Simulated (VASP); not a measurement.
# HfC (Fm-3m) in VASP: further runs, part 2 of 2

VASP 6.6.1. The steps go on from the part before.

## 3. Single point, r2SCAN, non-collinear spin, zero start, spin-orbit coupling (volume scaled by 0.96)

Contents of POSCAR:

```
HfC
1.0
    0.0000000000      2.2935785598      2.2935785598
    2.2935785598      0.0000000000      2.2935785598
    2.2935785598      2.2935785598      0.0000000000
Hf C
1 1
Direct
    0.5000000000      0.5000000000      0.5000000000
    0.0000000000      0.0000000000      0.0000000000
```

Contents of INCAR.step1:

```
PREC = Accurate
ENCUT = 520
ISMEAR = 0
SIGMA = 0.05
LREAL = False
LASPH = True
NELM = 150
LNONCOLLINEAR = True
MAGMOM = 0 0 0 0 0 0
LSORBIT = True
GGA_COMPAT = False
LMAXMIX = 4
NBANDS = 26
GGA = PE
ALGO = Normal
EDIFF = 1E-4
LWAVE = True
LCHARG = False
```

Contents of INCAR.step2:

```
PREC = Accurate
ENCUT = 520
EDIFF = 1E-7
ISMEAR = 0
SIGMA = 0.05
LREAL = False
LASPH = True
NELM = 150
ALGO = Normal
ISIF = 2
LWAVE = False
LCHARG = True
LNONCOLLINEAR = True
MAGMOM = 0 0 0 0 0 0
LORBIT = 11
LSORBIT = True
GGA_COMPAT = False
LORBMOM = True
LMAXMIX = 4
METAGGA = R2SCAN
LMIXTAU = True
LVHAR = True
NBANDS = 26
ISTART = 1
```

Contents of KPOINTS:

```
regular mesh
0
Gamma
  8 8 8
```

Potentials or basis: VASP PAW PBE potentials, release 64 (Hf_pv, C).

Started as:

```console
cat potpaw_PBE.64/Hf_pv/POTCAR potpaw_PBE.64/C/POTCAR > POTCAR
cp INCAR.step1 INCAR
mpirun -np 1 vasp_ncl > vasp.out
cp INCAR.step2 INCAR
mpirun -np 1 vasp_ncl > vasp.out
```

OUTCAR:

```text
PREC = Accurate
   ENCUT = 520
   EDIFF = 1E-7
   ISMEAR = 0
   LREAL = False
   LASPH = True
   NELM = 150
   ISIF = 2
   LNONCOLLINEAR = True
   LORBIT = 11
   LSORBIT = True
   METAGGA = R2SCAN
   ISTART = 1

 ion  position               nearest neighbor table
   1  0.500  0.500  0.500-   2 2.29   2 2.29   2 2.29   2 2.29   2 2.29   2 2.29
   2  0.000  0.000  0.000-   1 2.29   1 2.29   1 2.29   1 2.29   1 2.29   1 2.29

  LATTYP: Found a face centered cubic cell.
 ALAT       =     4.5871571196

  Lattice vectors:

 A1 = (   0.0000000000,   2.2935785598,   2.2935785598)
 A2 = (   2.2935785598,   0.0000000000,   2.2935785598)
 A3 = (   2.2935785598,   2.2935785598,   0.0000000000)

Analysis of symmetry for initial positions (statically):
=====================================================================
 Subroutine PRICEL returns:
 Original cell was already a primitive cell.

 Routine SETGRP: Setting up the symmetry group for a
 face centered cubic supercell.

 Subroutine GETGRP returns: Found 48 space group operations
 (whereof 48 operations were pure point group operations)
 out of a pool of 48 trial point group operations.

The static configuration has the point symmetry O_h .

Analysis of symmetry for dynamics (positions and initial velocities):
=====================================================================
 Subroutine PRICEL returns:
 Original cell was already a primitive cell.

 Routine SETGRP: Setting up the symmetry group for a
 face centered cubic supercell.

 Subroutine GETGRP returns: Found 48 space group operations
 (whereof 48 operations were pure point group operations)
 out of a pool of 48 trial point group operations.

The dynamic configuration has the point symmetry O_h .

Analysis of structural, dynamic, and magnetic symmetry:
=====================================================================
 Subroutine PRICEL returns:
 Original cell was already a primitive cell.

 Routine SETGRP: Setting up the symmetry group for a
[... 907 lines left out ...]
  1         0.000   0.000   0.000
  2         0.000   0.000   0.000
 ----------------------------------------
            0.000   0.000   0.000

 orbital moment (z)

 # of ion     p       d       tot
 ----------------------------------------
  1         0.000   0.000   0.000
  2         0.000   0.000   0.000
 ----------------------------------------
            0.000   0.000   0.000

 Spin-Orbit-Coupling matrix elements

 Ion:    1  E_soc:     -1.2492335
 l=   1
     0.0000000    -0.2018766    -0.2018766
    -0.2018766     0.0000000    -0.2018766
    -0.2018766    -0.2018766     0.0000000
 l=   2
     0.0000000    -0.0012041     0.0000000    -0.0012041    -0.0051249
    -0.0012041     0.0000000    -0.0038437    -0.0012041    -0.0012812
     0.0000000    -0.0038437     0.0000000    -0.0038437     0.0000000
    -0.0012041    -0.0012041    -0.0038437     0.0000000    -0.0012812
    -0.0051249    -0.0012812     0.0000000    -0.0012812     0.0000000
 l=   3
     0.0000000     0.0000000     0.0000000     0.0000000     0.0000000     0.0000000     0.0000000
     0.0000000     0.0000000     0.0000000     0.0000000     0.0000000     0.0000000     0.0000000
     0.0000000     0.0000000     0.0000000     0.0000000     0.0000000     0.0000000     0.0000000
     0.0000000     0.0000000     0.0000000     0.0000000     0.0000000     0.0000000     0.0000000
     0.0000000     0.0000000     0.0000000     0.0000000     0.0000000     0.0000000     0.0000000
     0.0000000     0.0000000     0.0000000     0.0000000     0.0000000     0.0000000     0.0000000
     0.0000000     0.0000000     0.0000000     0.0000000     0.0000000     0.0000000     0.0000000

 Ion:    2  E_soc:     -0.0003115
 l=   1
     0.0000000    -0.0000519    -0.0000519
    -0.0000519     0.0000000    -0.0000519
    -0.0000519    -0.0000519     0.0000000
 l=   2
     0.0000000     0.0000000     0.0000000     0.0000000     0.0000000
     0.0000000     0.0000000     0.0000000     0.0000000     0.0000000
     0.0000000     0.0000000     0.0000000     0.0000000     0.0000000
     0.0000000     0.0000000     0.0000000     0.0000000     0.0000000
     0.0000000     0.0000000     0.0000000     0.0000000     0.0000000
 l=   3
     0.0000000     0.0000000     0.0000000     0.0000000     0.0000000     0.0000000     0.0000000
     0.0000000     0.0000000     0.0000000     0.0000000     0.0000000     0.0000000     0.0000000
     0.0000000     0.0000000     0.0000000     0.0000000     0.0000000     0.0000000     0.0000000
     0.0000000     0.0000000     0.0000000     0.0000000     0.0000000     0.0000000     0.0000000
     0.0000000     0.0000000     0.0000000     0.0000000     0.0000000     0.0000000     0.0000000
     0.0000000     0.0000000     0.0000000     0.0000000     0.0000000     0.0000000     0.0000000
     0.0000000     0.0000000     0.0000000     0.0000000     0.0000000     0.0000000     0.0000000

 total charge

# of ion       s       p       d       tot
------------------------------------------
    1        0.326   6.730   1.711   8.767
    2        0.890   1.546   0.000   2.437
--------------------------------------------------
tot          1.217   8.276   1.711  11.204

 magnetization (x)

# of ion       s       p       d       tot
------------------------------------------
    1        0.000   0.000   0.000   0.000
    2        0.000  -0.000   0.000  -0.000
--------------------------------------------------
tot          0.000  -0.000   0.000   0.000

 magnetization (y)

# of ion       s       p       d       tot
------------------------------------------
    1        0.000   0.000   0.000   0.000
    2        0.000   0.000   0.000   0.000
--------------------------------------------------
tot          0.000   0.000   0.000   0.000

 magnetization (z)

# of ion       s       p       d       tot
------------------------------------------
    1        0.000   0.000  -0.000  -0.000
    2       -0.000  -0.000   0.000  -0.000
--------------------------------------------------
tot          0.000  -0.000  -0.000  -0.000
```

OUTCAR.step1:

```text
PREC = Accurate
   ENCUT = 520
   ISMEAR = 0
   LREAL = False
   LASPH = True
   NELM = 150
   LNONCOLLINEAR = True
[... 981 lines left out ...]
     0.0000000     0.0000000     0.0000000     0.0000000     0.0000000     0.0000000     0.0000000
     0.0000000     0.0000000     0.0000000     0.0000000     0.0000000     0.0000000     0.0000000
     0.0000000     0.0000000     0.0000000     0.0000000     0.0000000     0.0000000     0.0000000
     0.0000000     0.0000000     0.0000000     0.0000000     0.0000000     0.0000000     0.0000000
     0.0000000     0.0000000     0.0000000     0.0000000     0.0000000     0.0000000     0.0000000

=======================================================================

 ========================================================
```

Run time: 66 s. Hardware: 1 thread of Intel Xeon 6975P-C (Granite Rapids), shared host; peak memory 0.23 GiB.

Results:

| Property | Result |
| --- | --- |
| Free energy | -57.9498 eV |
| Pressure | 8.1 GPa |
| Net moment | 0.00 μB per cell |
| Valence electrons inside the program's atomic spheres | Hf 8.77; C 2.44 |

Moments on the atoms (μB; x, y, z):
```
Hf  0.00 0.00 0.00
C   0.00 0.00 0.00
```

Caveat: the PAW data sets were made with another functional, which shifts forces and pressure a little.
